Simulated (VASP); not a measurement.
Set up this calculation in VASP 6.6.1, as the native input.

| Property | Result |
| --- | --- |
| Task | single point |
| Functional | PBE |
| Dispersion | D3(BJ) |
| Potentials or basis | VASP PAW PBE potentials, release 64 (N_h) |
| Cutoff | 1000 eV |
| k mesh | 1 × 1 × 1 |
| Occupations | fermi-dirac, width 0.02 eV |
| Spin | no spin polarisation |
| Dipole correction | no |
| Further INCAR settings | LREAL = Auto; ALGO = Normal; EDIFF = 1e-06; NBANDS = 78 |

The structure of N lies in POSCAR:

```
N
1.0
    9.6720280000      0.0000000000      0.0000000000
    0.0000000000      9.6720280000      0.0000000000
    0.0000000000      0.0000000000      9.6720280000
N
24
Direct
    0.0868587229      0.9403301976      0.1429793214
    0.1937649477      0.8991082325      0.1626132596
    0.7596442028      0.3838078219      0.9759587131
    0.6995016971      0.4451083061      0.8983948351
   -0.0148469380      0.9053530449      0.7230024562
    0.0400743257      0.8484570144      0.8039265395
    0.7394726318      0.2533491425      0.5208835210
    0.6710795295      0.1601422163      0.5240576227
    0.4390082411      0.0430002891      0.8060150364
    0.4633361276      0.1544040195      0.8036267058
    0.3979310234      0.4957802025      0.6813669274
    0.3046413844      0.4424201419      0.7148655897
    0.5845723358      0.9344989489      0.1791661480
    0.4940949302      0.9520340512      0.1113003395
    0.4929679691      0.4285450787      0.2551688229
    0.4257535235      0.3380986904      0.2773771954
    0.6339828627      0.8721438772      0.5438673254
    0.6978784594      0.7903926664      0.4950668050
    0.3369717292      0.8572452437      0.5309434588
    0.2535042289      0.9318314629      0.5627465098
    0.9595712502      0.5135220866      0.5824528217
    0.9752246375      0.4595933759      0.6817494738
    0.1320095434      0.2099973242      0.9997282886
    0.0798591567      0.1809237939      0.9053116885
```

The input as run:

INCAR

```
ALGO = Normal ; EDIFF = 1E-6
ENCUT = 1000 ; GGA = PE
GGA_COMPAT = F ; ISIF = 2
ISMEAR = -1 ; IVDW = 12
LASPH = T ; LCHARG = F
LREAL = Auto ; LWAVE = F
NBANDS = 78 ; NELM = 120
PREC = Accurate ; SIGMA = 0.02
```

KPOINTS

```
k-points
0
Gamma
  1 1 1
```

Potentials or basis: VASP PAW PBE potentials, release 64 (N_h).

Launch:

```console
$ cat potpaw_PBE.64/N_h/POTCAR > POTCAR
$ mpirun -np 1 vasp_gam > vasp.out
```

Results of the run:

```yaml
Pressure: -0.4 GPa
Largest_force: 3.382 eV/Å
Dispersion_energy_per_atom: -0.032 eV
```

Caveat: the k points lie up to 0.65 Å⁻¹ apart; the atoms stand as in a frame of molecular dynamics.

It took 6.1 min on 1 thread of Intel(R) Xeon(R) Platinum 8488C (Sapphire Rapids), with other jobs on the host, peak memory 1.5 GiB.
